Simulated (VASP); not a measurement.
# Al (Fm-3m) in VASP: notebook

Runs on Al. Level: PBE. Tasks: relaxation of cell and atoms, single point.

Everything below comes from runs of VASP 6.6.1. Logs are shortened: lines on timing, memory, paths and dates and some standing lists are left out, and cuts for length are marked.

## (1) The cell of the first run

The structure is cubic, space group Fm-3m (No. 225). The conventional cell has a = 4.050 Å, b = 4.050 Å, c = 4.050 Å, α = 90.00°, β = 90.00°, γ = 90.00°. Within 3.8 Å of Al (site symmetry m-3m) lie 12 Al at 2.86 Å.

## (2) Relaxation of cell and atoms, PBE

INCAR reads:

```
SYSTEM = Al
ALGO     = Fast           ! electronic algorithm
EDIFF    = 1E-6           ! SCF threshold, eV
EDIFFG   = -0.005         ! ionic threshold
ENCUT    = 600            ! plane-wave cutoff, eV
GGA      = PE             ! functional
IBRION   = 2              ! ionic algorithm
ISIF     = 3              ! what is computed and relaxed
ISMEAR   = 0              ! smearing method
LASPH    = .True.         ! aspherical terms in the spheres
LCHARG   = .False.        ! write CHGCAR
LREAL    = .False.        ! projectors in reciprocal space
LWAVE    = .False.        ! write WAVECAR
NELM     = 60             ! most SCF steps
NSW      = 100            ! ionic steps
PREC     = Accurate       ! precision mode
SIGMA    = 0.1            ! smearing width, eV
```

KPOINTS reads:

```
k-points
0
Gamma
  18 18 18
  0 0 0
```

POSCAR reads:

```
Al
1.0
    0.0000000000      2.0248050000      2.0248050000
    2.0248050000      0.0000000000      2.0248050000
    2.0248050000      2.0248050000      0.0000000000
Al
1
Direct
    0.0000000000      0.0000000000      0.0000000000
```

Potentials or basis: VASP PAW PBE potentials, release 64 (Al).

Started as:

```
$ cat potpaw_PBE.64/Al/POTCAR > POTCAR
$ mpirun -np 1 vasp_std > vasp.out
```

OUTCAR:

```text
SYSTEM = Al
   EDIFF = 1E-6
   EDIFFG = -0.005
   ENCUT = 600
   GGA = PE
   IBRION = 2
   ISIF = 3
   ISMEAR = 0
   LASPH = .True.
   LREAL = .False.
   NELM = 60
   NSW = 100
   PREC = Accurate

 ion  position               nearest neighbor table
   1  0.000  0.000  0.000-

  LATTYP: Found a face centered cubic cell.
 ALAT       =     4.0496100000

  Lattice vectors:

 A1 = (   0.0000000000,   2.0248050000,   2.0248050000)
 A2 = (   2.0248050000,   0.0000000000,   2.0248050000)
 A3 = (   2.0248050000,   2.0248050000,   0.0000000000)

Analysis of symmetry for initial positions (statically):
=====================================================================
 Subroutine PRICEL returns:
 Original cell was already a primitive cell.

 Routine SETGRP: Setting up the symmetry group for a
 face centered cubic supercell.

 Subroutine GETGRP returns: Found 48 space group operations
 (whereof 48 operations were pure point group operations)
 out of a pool of 48 trial point group operations.

The static configuration has the point symmetry O_h .

Analysis of symmetry for dynamics (positions and initial velocities):
=====================================================================
 Subroutine PRICEL returns:
 Original cell was already a primitive cell.

 Routine SETGRP: Setting up the symmetry group for a
 face centered cubic supercell.

 Subroutine GETGRP returns: Found 48 space group operations
 (whereof 48 operations were pure point group operations)
 out of a pool of 48 trial point group operations.

The dynamic configuration has the point symmetry O_h .

 Subroutine INISYM returns: Found 48 space group operations
 (whereof 48 operations are pure point group operations),
 and found     1 'primitive' translations

----------------------------------------------------------------------------------------

                                     Primitive cell

  volume of cell :      16.6027

  direct lattice vectors                    reciprocal lattice vectors
     0.000000000  2.024805000  2.024805000    -0.246937359  0.246937359  0.246937359
     2.024805000  0.000000000  2.024805000     0.246937359 -0.246937359  0.246937359
     2.024805000  2.024805000  0.000000000     0.246937359  0.246937359 -0.246937359

  length of vectors
     2.863506692  2.863506692  2.863506692     0.427708053  0.427708053  0.427708053

  position of ions in fractional coordinates (direct lattice)
     0.000000000  0.000000000  0.000000000

  ion indices of the primitive-cell ions
   primitive index   ion index
                 1           1

----------------------------------------------------------------------------------------

 KPOINTS: k-points

Automatic generation of k-mesh.
 Grid dimensions read from file:
 generate k-points for:   18   18   18

 Generating k-lattice:

  Cartesian coordinates                     Fractional coordinates (reciprocal lattice)
    -0.013718742  0.013718742  0.013718742     0.055555556  0.000000000  0.000000000
     0.013718742 -0.013718742  0.013718742     0.000000000  0.055555556  0.000000000
     0.013718742  0.013718742 -0.013718742     0.000000000  0.000000000  0.055555556

  Length of vectors
     0.023761558  0.023761558  0.023761558

  Shift w.r.t. Gamma in fractional coordinates (k-lattice)
     0.000000000  0.000000000  0.000000000

 Subroutine IBZKPT returns following result:
 ===========================================

 Found    195 irreducible k-points:

 Following reciprocal coordinates:
            Coordinates               Weight
  0.000000  0.000000  0.000000      1.000000
  0.055556  0.000000  0.000000      8.000000
  0.111111  0.000000  0.000000      8.000000
  0.166667  0.000000  0.000000      8.000000
  0.222222  0.000000  0.000000      8.000000
  0.277778  0.000000  0.000000      8.000000
[... 16 lines left out ...]
 -0.277778  0.055556  0.000000     24.000000
 -0.222222  0.055556  0.000000     24.000000
 [... further k-points ...]
   k-points           NKPTS =    195   k-points in BZ     NKDIM =    195   number of bands    NBANDS=      5
   number of dos      NEDOS =    301   number of ions     NIONS =      1
   total plane-waves  NPLWV =  13824
   dimension x,y,z NGX =    24 NGY =   24 NGZ =   24
   dimension x,y,z NGXF=    48 NGYF=   48 NGZF=   48
   ions per type =               1
   NGX,Y,Z   is equivalent  to a cutoff of  13.93, 13.93, 13.93 a.u.
   NGXF,Y,Z  is equivalent  to a cutoff of  27.87, 27.87, 27.87 a.u.
 SYSTEM =  Al
   PREC   = accura    normal or accurate (medium, high low for compatibility)
   ISTART =      0    job   : 0-new  1-cont  2-samecut
   ICHARG =      2    charge: 1-file 2-atom 10-const
   ISPIN  =      1    spin polarized calculation?
   LNONCOLLINEAR =      F non collinear calculations
   LSORBIT =      F    spin-orbit coupling
   LASPH  =      T    aspherical Exc in radial PAW
   ENCUT  =  600.0 eV  44.10 Ry    6.64 a.u.   5.72  5.72  5.72*2*pi/ulx,y,z
   NELM   =     60;   NELMIN=  2; NELMDL= -5     # of ELM steps
   EDIFF  = 0.1E-05   stopping-criterion for ELM
   LREAL  =      F    real-space projection
   EDIFFG = -.5E-02   stopping-criterion for IOM
   NSW    =    100    number of steps for IOM
   IBRION =      2    ionic relax: 0-MD 1-quasi-New 2-CG
   NFREE  =      1    steps in history (QN), initial steepest desc. (CG)
   ISIF   =      3    stress and relaxation
   ISYM   =      2    0-nonsym 1-usesym 2-fastsym
   POTIM  = 0.5000    time-step for ionic-motion
   TEBEG  =    0.0;   TEEND  =   0.0 temperature during run
   PSTRESS=    0.0 pullay stress
   NELECT =       3.0000    total number of electrons
   NUPDOWN=      -1.0000    fix difference up-down
   EMIN   =  10.00;   EMAX   =-10.00  energy-range for DOS
   EFERMI =   0.00;   METHOD = LEGACY
   ISMEAR =     0;   SIGMA  =   0.10  broadening in eV -4-tet -1-fermi 0-gaus
   EFERMI_NEDOS =   21; number of points for ismear=-14 and -15
   IALGO  =     68    algorithm
   IMIX   =      4    mixing-type and parameters
     AMIX     =   0.40;   BMIX     =  1.00
     AMIX_MAG =   1.60;   BMIX_MAG =  1.00
  volume/ion in A,a.u.               =      16.60       112.04
  Fermi-wavevector in a.u.,A,eV,Ry     =   0.925526  1.748991 11.654733  0.856599
  Thomas-Fermi vector in A             =   2.051390
   LORBIT       =      0    0 simple, 1 ext, 2 COOP (PROOUT), +10 PAW based schemes
   GGA     = PE    functional components
   LHFCALC =     F    Hartree Fock is set to
   AEXX    =    0.0000 exact exchange contribution
   IVDW    =     0    specifies the selected vdW correction
   LEPSILON=     F    determine dielectric tensor
   LRPA    =     F    only Hartree local field effects (RPA)
 conjugate gradient relaxation of ions
 non-spin polarized calculation
 RMM-DIIS sequential band-by-band and
 Gauss-broadening in eV      SIGMA  =   0.10
  energy-cutoff  :      600.00
  volume of cell :       16.60
 maximum number of plane-waves:       568
   NGX = 11   NGY = 11   NGZ = 11

--------------------------------------- Ionic step        1  -------------------------------------------

 number of electron       3.0000000 magnetization

 Free energy of the ion-electron system (eV)
  ---------------------------------------------------
  ext. energy  EPLUGINS =         0.00000000
  ---------------------------------------------------
  free energy    TOTEN  =        -3.74443748 eV

  energy without entropy =       -3.74155924  energy(sigma->0) =       -3.74299836

------------------------ aborting loop because EDIFF is reached ----------------------------------------

  FORCE on cell =-STRESS in cart. coord.  units (eV):
  Direction    XX          YY          ZZ          XY          YZ          ZX
  --------------------------------------------------------------------------------------
  -------------------------------------------------------------------------------------
  Total       -0.0518954     -0.0518954     -0.0518954      0.0000000     -0.0000000     -0.0000000
  in kB       -5.0079530     -5.0079530     -5.0079530      0.0000000     -0.0000000     -0.0000000
  external PRESSURE =      -5.0079530 kB  Pullay stress =       0.0000000 kB
[... 55 lines left out ...]
  energy  without entropy=       -3.7416731843  energy(sigma->0) =       -3.74313966

--------------------------------------- Ionic step        3  -------------------------------------------

 number of electron       3.0000000 magnetization

 Free energy of the ion-electron system (eV)
  ---------------------------------------------------
  ext. energy  EPLUGINS =         0.00000000
  ---------------------------------------------------
  free energy    TOTEN  =        -3.74460954 eV

  energy without entropy =       -3.74168267  energy(sigma->0) =       -3.74314610

 E-fermi :   7.9953     XC(G=0): -10.1981

 val. band max:        7.9887729033   @ k =  -0.2778   0.2778   0.0556
 cond. band min:       7.9959523758   @ k =  -0.2778   0.5000   0.2222
 fundamental gap:      0.0071794725
 Fermi energy:         7.9953361919

 k-point     1 :       0.0000    0.0000    0.0000
  band No.  band energies     occupation
      1      -3.1330      2.00000
      2      20.6254      0.00000
      3      20.6254      0.00000
      4      20.6254      0.00000
      5      22.1203      0.00000

 k-point     2 :       0.0556    0.0000    0.0000
  band No.  band energies     occupation
      1      -3.0491      2.00000
      2      19.1079      0.00000
      3      20.3137      0.00000
      4      20.3137      0.00000
      5      22.5628      0.00000
[... 169 lines left out ...]
 k-point    24 :      -0.2222    0.0556    0.0000
  band No.  band energies     occupation
      1      -1.4914      2.00000
      2      11.8458      0.00000
      3      17.2912      0.00000
      4      20.1434      0.00000
      5      21.8893      0.00000

 [... further k-points ...]

------------------------ aborting loop because EDIFF is reached ----------------------------------------

  FORCE on cell =-STRESS in cart. coord.  units (eV):
  Direction    XX          YY          ZZ          XY          YZ          ZX
  --------------------------------------------------------------------------------------
  -------------------------------------------------------------------------------------
  Total        0.0005786      0.0005786      0.0005786      0.0000000      0.0000000     -0.0000000
  in kB        0.0562088      0.0562088      0.0562088      0.0000000      0.0000000     -0.0000000
  external PRESSURE =       0.0562088 kB  Pullay stress =       0.0000000 kB
[... 16 lines left out ...]
  FREE ENERGIE OF THE ION-ELECTRON SYSTEM (eV)
  ---------------------------------------------------
  free  energy   TOTEN  =        -3.7446095426 eV

  energy  without entropy=       -3.7416826656  energy(sigma->0) =       -3.74314610

 reached required accuracy - stopping structural energy minimisation
```

Run time: 20 s. Hardware: 1 thread of AMD EPYC 7R43 (Zen 3), shared host; peak memory 0.11 GiB.

Results:

```yaml
Free_energy: -3.7446 eV
Relaxed_volume: 16.49 Å³/atom
Relaxed_cell: a = 2.857 Å, b = 2.857 Å, c = 2.857 Å, α = 60.00°, β = 60.00°, γ = 60.00°
Space_group_after_relaxing_to_0.05_Å: Fm-3m (No. 225)
Energy_gained_by_relaxing: 0.2 meV/atom
Ionic_steps: 3
Pressure_after_relaxing: 0.0 GPa
```

The path:
```csv
step,energy change (eV),largest force (eV/Å),pressure (GPa),volume (Å³)
1,0.0000,0.0000,-0.50,16.60
2,-0.0002,0.0000,0.07,16.48
3,-0.0002,0.0000,0.01,16.49
```

Final structure:
```cif
data_structure
_symmetry_space_group_name_H-M 'P 1'
_symmetry_Int_Tables_number 1
_cell_length_a 2.8572
_cell_length_b 2.8572
_cell_length_c 2.8572
_cell_angle_alpha 60.000
_cell_angle_beta 60.000
_cell_angle_gamma 60.000
_cell_volume 16.49
loop_
_atom_site_label
_atom_site_type_symbol
_atom_site_fract_x
_atom_site_fract_y
_atom_site_fract_z
_atom_site_occupancy
Al1 Al 0.00000 0.00000 0.00000 1
```

## (3) Single point, PBE

INCAR reads:

```
PREC = Accurate
ENCUT = 520
EDIFF = 1E-7
ISMEAR = 0
SIGMA = 0.1
LREAL = F
LASPH = T
NELM = 80
ALGO = Normal
ISIF = 2
LWAVE = F
LCHARG = F
GGA = PE
NBANDS = 8
```

KPOINTS reads:

```
regular mesh
0
Gamma
  8 8 8
```

POSCAR is that of step 2.

Potentials or basis: VASP PAW PBE potentials, release 64 (Al).

Started as:

```
$ cat potpaw_PBE.64/Al/POTCAR > POTCAR
$ mpirun -np 1 vasp_std > vasp.out
```

It took 2.2 s on 1 thread of AMD EPYC 9R45 (Zen 5), shared host; peak memory 0.09 GiB.

The run converged. Its results:

* Free energy: -3.7414 eV
* Pressure: -0.5 GPa

Levels at points of the mesh, in eV from the Fermi level:
```
           k point  band 1  band 2  band 3  band 4
(0.00, 0.00, 0.00)  -11.15   12.53   12.53   12.53
(0.50, 0.00, 0.00)   -4.63   -4.43   11.29   11.29
(0.50, 0.50, 0.00)   -2.97   -1.66    5.20    5.51
```

## (4) Single point, PBE (volume scaled by 0.88)

INCAR reads:

```
SYSTEM = Al
PREC = Accurate
ENCUT = 520
EDIFF = 1E-7
ISMEAR = 0
SIGMA = 0.1
LREAL = .FALSE.
LASPH = .TRUE.
NELM = 100
ALGO = Normal
ISIF = 2
LWAVE = .FALSE.
LCHARG = .FALSE.
GGA = PE
NBANDS = 8
```

KPOINTS reads:

```
Automatic mesh
0
G
  18 18 18
  0 0 0
```

POSCAR reads:

```
Al
1.0
    0.0000000000      1.9364316539      1.9364316539
    1.9364316539      0.0000000000      1.9364316539
    1.9364316539      1.9364316539      0.0000000000
Al
1
Direct
    0.0000000000      0.0000000000      0.0000000000
```

Started as:

```
$ cat potpaw_PBE.64/Al/POTCAR > POTCAR
$ mpirun -np 1 vasp_std > vasp.out
```

Wall time 6.6 s (1 thread of AMD EPYC 9R45 (Zen 5), shared host); peak memory 0.1 GiB.

The run converged. Its results:

- Free energy: -3.6733 eV
- Pressure: 13.1 GPa

Levels at points of the mesh, in eV from the Fermi level:
```
           k point  band 1  band 2  band 3  band 4  band 5  band 6
(0.00, 0.00, 0.00)  -12.05   13.35   13.35   13.35   15.87   15.87
(0.50, 0.00, 0.00)   -5.11   -4.56   12.07   12.07   12.85   12.85
(0.50, 0.50, 0.00)   -3.23   -1.65    5.28    6.23    6.23   10.39
```

Caveat: the cell differs from its parent crystal (volume scaled by 0.88).

## (5) Overview

```csv
task,cell,k mesh,cutoff (eV),gap on the mesh (eV),pressure (GPa)
relaxation of cell and atoms,"relaxed from a = 2.864 Å, angles 60.0°, 1 atom",18 × 18 × 18,600,none,0.0
single point,"a = 2.864 Å, angles 60.0°, 1 atom",8 × 8 × 8,520,none,-0.5
single point,"a = 2.739 Å, angles 60.0°, 1 atom",18 × 18 × 18,520,none,13.1
```

Alike in all rows: level PBE; potentials or basis VASP PAW PBE potentials, release 64 (Al); no spin polarisation; smearing gaussian 0.1 eV.

Total energies depend on the potentials used, so only differences within one code and one set of settings carry meaning.
